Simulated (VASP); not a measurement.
# AlSn (P-6m2) in VASP: notebook

The runs below take AlSn through relaxation of cell and atoms, single point, with PBEsol.

All numbers are computed with VASP 6.6.1; they aren't measurements. Logs are shortened: lines on timing, memory, paths and dates and some standing lists are left out, and cuts for length are marked.

### 1 The cell of the first run

It takes space group P-6m2 (No. 187, hexagonal). The conventional cell has a = 4.198 Å, b = 4.198 Å, c = 3.307 Å, α = 90.00°, β = 90.00°, γ = 120.00°. Sn (site symmetry -6m2) has 6 Al at 2.93 Å and 2 Sn at 3.31 Å within 3.9 Å. Al (site symmetry -6m2) has 6 Sn at 2.93 Å and 2 Al at 3.31 Å within 3.9 Å.

### 2 Relaxation of cell and atoms, PBEsol, target pressure 30 GPa, at which the enthalpy is minimised

Contents of INCAR:

```
PREC = Accurate ; ENCUT = 500
EDIFF = 1E-7 ; ISMEAR = -1
SIGMA = 0.05 ; LREAL = F
LASPH = T ; NELM = 120
ALGO = Normal ; ISIF = 3
LWAVE = F ; LCHARG = F
GGA = PS ; IBRION = 2
NSW = 80 ; EDIFFG = -0.01
PSTRESS = 300.0 ; GGA_COMPAT = F
NELMIN = 4
```

Contents of KPOINTS:

```
Automatic mesh
0
Gamma
  7 7 8
```

Contents of POSCAR:

```
AlSn
1.0
    4.1981056157      0.0000000000      0.0000000000
   -2.0990528078      3.6356661109      0.0000000000
    0.0000000000      0.0000000000      3.3068470000
Sn Al
1 1
Direct
    0.3333333333      0.6666666667      0.5000000000
    0.0000000000      0.0000000000      0.0000000000
```

Potentials or basis: VASP PAW PBE potentials, release 64 (Sn_d, Al).

Launch:

```console
$ cat potpaw_PBE.64/Sn_d/POTCAR potpaw_PBE.64/Al/POTCAR > POTCAR
$ mpirun -np 1 vasp_std > vasp.out
```

OUTCAR:

```text
PREC = Accurate
   ENCUT = 500
   EDIFF = 1E-7
   ISMEAR = -1
   LREAL = F
   LASPH = T
   NELM = 120
   ISIF = 3
   GGA = PS
   IBRION = 2
   NSW = 80
   EDIFFG = -0.01
   PSTRESS = 300.0
   NELMIN = 4

 ion  position               nearest neighbor table
   1  0.333  0.667  0.500-   2 2.93   2 2.93   2 2.93   2 2.93   2 2.93   2 2.93
   2  0.000  0.000  0.000-   1 2.93   1 2.93   1 2.93   1 2.93   1 2.93   1 2.93

  LATTYP: Found a hexagonal cell.
 ALAT       =     4.1981056157
 C/A-ratio  =     0.7876998110

  Lattice vectors:

 A1 = (   4.1981056157,   0.0000000000,   0.0000000000)
 A2 = (  -2.0990528078,   3.6356661109,   0.0000000000)
 A3 = (   0.0000000000,   0.0000000000,   3.3068470000)

Analysis of symmetry for initial positions (statically):
=====================================================================
 Subroutine PRICEL returns:
 Original cell was already a primitive cell.

 Routine SETGRP: Setting up the symmetry group for a
 hexagonal supercell.

 Subroutine GETGRP returns: Found 12 space group operations
 (whereof 12 operations were pure point group operations)
 out of a pool of 24 trial point group operations.

The static configuration has the point symmetry D_3h.

Analysis of symmetry for dynamics (positions and initial velocities):
=====================================================================
 Subroutine PRICEL returns:
 Original cell was already a primitive cell.

 Routine SETGRP: Setting up the symmetry group for a
 hexagonal supercell.

 Subroutine GETGRP returns: Found 12 space group operations
 (whereof 12 operations were pure point group operations)
 out of a pool of 24 trial point group operations.

The dynamic configuration has the point symmetry D_3h.

 Subroutine INISYM returns: Found 12 space group operations
 (whereof 12 operations are pure point group operations),
 and found     1 'primitive' translations

----------------------------------------------------------------------------------------

                                     Primitive cell

  volume of cell :      50.4721

  direct lattice vectors                    reciprocal lattice vectors
     4.198105616  0.000000000  0.000000000     0.238202678  0.137526380  0.000000000
    -2.099052808  3.635666111  0.000000000     0.000000000  0.275052760  0.000000000
     0.000000000  0.000000000  3.306847000     0.000000000  0.000000000  0.302402863

  length of vectors
     4.198105616  4.198105616  3.306847000     0.275052760  0.275052760  0.302402863

  position of ions in fractional coordinates (direct lattice)
     0.333333333  0.666666667  0.500000000
     0.000000000  0.000000000  0.000000000

  ion indices of the primitive-cell ions
   primitive index   ion index
                 1           1
                 2           2

----------------------------------------------------------------------------------------

 KPOINTS: Automatic mesh

Automatic generation of k-mesh.
 Grid dimensions read from file:
 generate k-points for:    7    7    8

 Generating k-lattice:

  Cartesian coordinates                     Fractional coordinates (reciprocal lattice)
     0.034028954  0.019646626  0.000000000     0.142857143  0.000000000  0.000000000
     0.000000000  0.039293251  0.000000000     0.000000000  0.142857143  0.000000000
     0.000000000  0.000000000  0.037800358     0.000000000  0.000000000  0.125000000

  Length of vectors
     0.039293251  0.039293251  0.037800358

  Shift w.r.t. Gamma in fractional coordinates (k-lattice)
     0.000000000  0.000000000  0.000000000

 Subroutine IBZKPT returns following result:
 ===========================================

 Found     40 irreducible k-points:

 Following reciprocal coordinates:
            Coordinates               Weight
  0.000000  0.000000  0.000000      1.000000
  0.142857  0.000000  0.000000      6.000000
  0.285714  0.000000  0.000000      6.000000
  0.428571  0.000000  0.000000      6.000000
  0.142857  0.142857  0.000000      6.000000
  0.285714  0.142857  0.000000     12.000000
[... 16 lines left out ...]
  0.428571  0.142857  0.250000     12.000000
  0.285714  0.285714  0.250000     12.000000
 [... further k-points ...]
   k-points           NKPTS =     40   k-points in BZ     NKDIM =     40   number of bands    NBANDS=     12
   number of dos      NEDOS =    301   number of ions     NIONS =      2
   total plane-waves  NPLWV =  24576
   dimension x,y,z NGX =    32 NGY =   32 NGZ =   24
   dimension x,y,z NGXF=    64 NGYF=   64 NGZF=   48
   ions per type =               1   1
   NGX,Y,Z   is equivalent  to a cutoff of  12.67, 12.67, 12.07 a.u.
   NGXF,Y,Z  is equivalent  to a cutoff of  25.34, 25.34, 24.13 a.u.
 SYSTEM =  unknown system
   PREC   = accura    normal or accurate (medium, high low for compatibility)
   ISTART =      0    job   : 0-new  1-cont  2-samecut
   ICHARG =      2    charge: 1-file 2-atom 10-const
   ISPIN  =      1    spin polarized calculation?
   LNONCOLLINEAR =      F non collinear calculations
   LSORBIT =      F    spin-orbit coupling
   LASPH  =      T    aspherical Exc in radial PAW
   ENCUT  =  500.0 eV  36.75 Ry    6.06 a.u.   7.65  7.65  6.03*2*pi/ulx,y,z
   NELM   =    120;   NELMIN=  4; NELMDL= -5     # of ELM steps
   EDIFF  = 0.1E-06   stopping-criterion for ELM
   LREAL  =      F    real-space projection
   EDIFFG = -.1E-01   stopping-criterion for IOM
   NSW    =     80    number of steps for IOM
   IBRION =      2    ionic relax: 0-MD 1-quasi-New 2-CG
   NFREE  =      1    steps in history (QN), initial steepest desc. (CG)
   ISIF   =      3    stress and relaxation
   ISYM   =      2    0-nonsym 1-usesym 2-fastsym
   POTIM  = 0.5000    time-step for ionic-motion
   TEBEG  =    0.0;   TEEND  =   0.0 temperature during run
   PSTRESS=  300.0 pullay stress
   NELECT =      17.0000    total number of electrons
   NUPDOWN=      -1.0000    fix difference up-down
   EMIN   =  10.00;   EMAX   =-10.00  energy-range for DOS
   EFERMI =   0.00;   METHOD = LEGACY
   ISMEAR =    -1;   SIGMA  =   0.05  broadening in eV -4-tet -1-fermi 0-gaus
   EFERMI_NEDOS =   21; number of points for ismear=-14 and -15
   IALGO  =     38    algorithm
   IMIX   =      4    mixing-type and parameters
     AMIX     =   0.40;   BMIX     =  1.00
     AMIX_MAG =   1.60;   BMIX_MAG =  1.00
  volume/ion in A,a.u.               =      25.24       170.30
  Fermi-wavevector in a.u.,A,eV,Ry     =   1.139044  2.152482 17.652500  1.297422
  Thomas-Fermi vector in A             =   2.275748
   LORBIT       =      0    0 simple, 1 ext, 2 COOP (PROOUT), +10 PAW based schemes
   GGA     = PS    functional components
   LHFCALC =     F    Hartree Fock is set to
   AEXX    =    0.0000 exact exchange contribution
   IVDW    =     0    specifies the selected vdW correction
   LEPSILON=     F    determine dielectric tensor
   LRPA    =     F    only Hartree local field effects (RPA)
 conjugate gradient relaxation of ions
 non-spin polarized calculation
  energy-cutoff  :      500.00
  volume of cell :       50.47
 maximum number of plane-waves:      1308
 NGX is ok and might be reduce to    32
   NGX = 15   NGY = 15   NGZ = 13

--------------------------------------- Ionic step        1  -------------------------------------------

 number of electron      16.9999993 magnetization

 Free energy of the ion-electron system (eV)
  ---------------------------------------------------
  ext. energy  EPLUGINS =         0.00000000
  ---------------------------------------------------
  free energy    TOTEN  =        -7.96586978 eV

  energy without entropy =       -7.96193705  energy(sigma->0) =       -7.96390342

 E-fermi :   6.3169     XC(G=0):  -9.6845

 val. band max:        6.2293516859   @ k =   0.2857   0.2857   0.2500
 cond. band min:       6.3298705996   @ k =   0.0000   0.0000   0.1250
 fundamental gap:      0.1005189137
 Fermi energy:         6.3168595945

 k-point     1 :       0.0000    0.0000    0.0000
  band No.  band energies     occupation
      1     -14.9444      2.00000
      2     -14.8391      2.00000
      3     -14.8391      2.00000
      4     -14.8181      2.00000
      5     -14.8181      2.00000
      6      -4.1478      2.00000
      7       6.1005      1.97394
      8       6.1005      1.97394
      9       7.0022      0.00000
     10       8.9098      0.00000
     11       9.4411      0.00000
     12       9.4411      0.00000
[... 810 lines left out ...]
 k-point    24 :       0.2857    0.2857    0.2500
  band No.  band energies     occupation
      1     -11.6255      2.00000
      2     -11.6147      2.00000
      3     -11.5957      2.00000
      4     -11.5357      2.00000
      5     -11.5064      2.00000
      6       1.1192      2.00000
      7       3.6220      2.00000
      8       5.8128      2.00000
      9      10.1567      0.02455
     10      12.1471      0.00000
     11      14.3822      0.00000
     12      16.5374      0.00000

 [... further k-points ...]

[... ionic steps 4 to 29 ...]

--------------------------------------- Ionic step       30  -------------------------------------------

 number of electron      17.0000014 magnetization

------------------------ aborting loop because EDIFF is reached ----------------------------------------

  FORCE on cell =-STRESS in cart. coord.  units (eV):
  Direction    XX          YY          ZZ          XY          YZ          ZX
  --------------------------------------------------------------------------------------
  -------------------------------------------------------------------------------------
  Total        6.2987560      6.2987560      6.2560522      0.0000000     -0.0000000      0.0000000
  in kB      301.1289260    301.1289258    299.0873574      0.0000001     -0.0000000      0.0000000
  external PRESSURE =       0.4484031 kB  Pullay stress =     300.0000000 kB
[... 61 lines left out ...]
  enthalpy is  TOTEN    =        -0.9635063139 eV   P V=        6.2756896487

--------------------------------------- Ionic step       32  -------------------------------------------

 number of electron      17.0000014 magnetization

 Free energy of the ion-electron system (eV)
  ---------------------------------------------------
  ext. energy  EPLUGINS =         0.00000000
  ---------------------------------------------------
  free energy    TOTEN  =        -7.23965017 eV

  energy without entropy =       -7.23270033  energy(sigma->0) =       -7.23617525

 E-fermi :  11.7232     XC(G=0): -11.6181

 val. band max:       11.7134898874   @ k =   0.2857   0.2857   0.3750
 cond. band min:      11.8829579454   @ k =   0.2857   0.2857   0.2500
 fundamental gap:      0.1694680580
 Fermi energy:        11.7232071699

 k-point     1 :       0.0000    0.0000    0.0000
  band No.  band energies     occupation
      1     -10.4948      2.00000
      2     -10.4595      2.00000
      3     -10.4595      2.00000
      4     -10.0223      2.00000
      5     -10.0223      2.00000
      6      -2.2115      2.00000
      7       5.3244      2.00000
      8       5.8417      2.00000
      9      21.2383      0.00000
     10      21.2383      0.00000
     11      22.0057      0.00000
     12      23.1026      0.00000
[... 374 lines left out ...]
  FREE ENERGIE OF THE ION-ELECTRON SYSTEM (eV)
  ---------------------------------------------------
  free  energy   TOTEN  =        -7.2396501673 eV

  energy  without entropy=       -7.2327003345  energy(sigma->0) =       -7.23617525

  enthalpy is  TOTEN    =        -0.9635135048 eV   P V=        6.2761366625

 reached required accuracy - stopping structural energy minimisation
```

Wall time 4.5 min (1 thread of Intel Xeon 6975P-C, shared host); peak memory 0.2 GiB.

What came out:

```
Free energy                                            : -7.2397 eV
Relaxed volume                                         : 16.76 Å³/atom
Relaxed cell                                           : a = 2.862 Å, b = 2.862 Å, c = 4.726 Å, α = 90.00°, β = 90.00°, γ = 120.00°
Space group after relaxing (to 0.05 Å)                 : P-6m2 (No. 187)
Energy change on relaxing (the enthalpy is what falls) : +363.1 meV/atom
Ionic steps                                            : 32
Pressure after relaxing                                : 30.0 GPa
```

The path:
| step | energy change (eV) | largest force (eV/Å) | pressure (GPa) | volume (Å³) |
| --- | --- | --- | --- | --- |
| 1 | 0.0000 | 0.0000 | -1.83 | 50.47 |
| 2 | 10.1018 | 0.0000 | 244.81 | 22.00 |
| 3 | 0.5926 | 0.0000 | 22.75 | 38.26 |
| 4 | 0.7570 | 0.0000 | 26.95 | 37.20 |
| 5 | 0.8829 | 0.0000 | 30.08 | 36.49 |
| 6 | 0.8367 | 0.0000 | 28.94 | 36.74 |
| 7 | 0.8323 | 0.0000 | 29.15 | 36.64 |
| 8 | 0.8682 | 0.0000 | 29.51 | 36.23 |
| 9 | 1.0005 | 0.0000 | 31.86 | 34.99 |
| 10 | 1.4679 | 0.0000 | 46.74 | 31.07 |
| 11 | 21.5252 | 0.0000 | 466.65 | 19.74 |
| 12 | 1.5077 | 0.0000 | 48.06 | 30.88 |
| 13 | 1.7922 | 0.0000 | 56.18 | 29.78 |
| 14 | 5.1871 | 0.0000 | 137.75 | 25.01 |
| 15 | 1.8865 | 0.0000 | 59.32 | 29.43 |
| 16 | 2.1475 | 0.0000 | 67.38 | 28.65 |
| 17 | 2.0555 | 0.0000 | 64.73 | 28.89 |
| 18 | 1.8035 | 0.0000 | 58.13 | 29.54 |
| 19 | 1.1765 | 0.0000 | 41.49 | 31.57 |
| 20 | 0.3890 | 0.0000 | 18.77 | 35.88 |
| 21 | 0.7259 | 0.0000 | 28.96 | 33.62 |
| 22 | 0.7512 | 0.0000 | 29.69 | 33.48 |
| 23 | 0.7494 | 0.0000 | 29.72 | 33.48 |
| 24 | 0.7447 | 0.0000 | 29.91 | 33.47 |
| 25 | 0.7408 | 0.0000 | 30.33 | 33.44 |
| 26 | 0.7634 | 0.0000 | 31.18 | 33.38 |
| 27 | 0.7444 | 0.0000 | 30.59 | 33.43 |
| 28 | 0.7416 | 0.0000 | 30.45 | 33.44 |
| 29 | 0.7418 | 0.0000 | 30.46 | 33.44 |
| 30 | 0.7272 | 0.0000 | 30.04 | 33.51 |
| 31 | 0.7267 | 0.0000 | 30.02 | 33.52 |
| 32 | 0.7262 | 0.0000 | 30.00 | 33.52 |

Final structure:
```cif
data_structure
_symmetry_space_group_name_H-M 'P 1'
_symmetry_Int_Tables_number 1
_cell_length_a 2.8617
_cell_length_b 2.8617
_cell_length_c 4.7262
_cell_angle_alpha 90.000
_cell_angle_beta 90.000
_cell_angle_gamma 120.000
_cell_volume 33.52
loop_
_atom_site_label
_atom_site_type_symbol
_atom_site_fract_x
_atom_site_fract_y
_atom_site_fract_z
_atom_site_occupancy
Sn1 Sn 0.33333 0.66667 0.50000 1
Al1 Al 0.00000 0.00000 0.00000 1
```

Caveat: the cell is relaxed towards a set pressure, so the enthalpy falls and the energy may rise; the volume moved by over 15 % at a fixed basis, so the end points are rough; the PAW data sets were made with another functional, which shifts forces and pressure a little; spin-orbit coupling is left out, which moves the levels of the heavy elements.

(Part 1 of 2 ends here.)
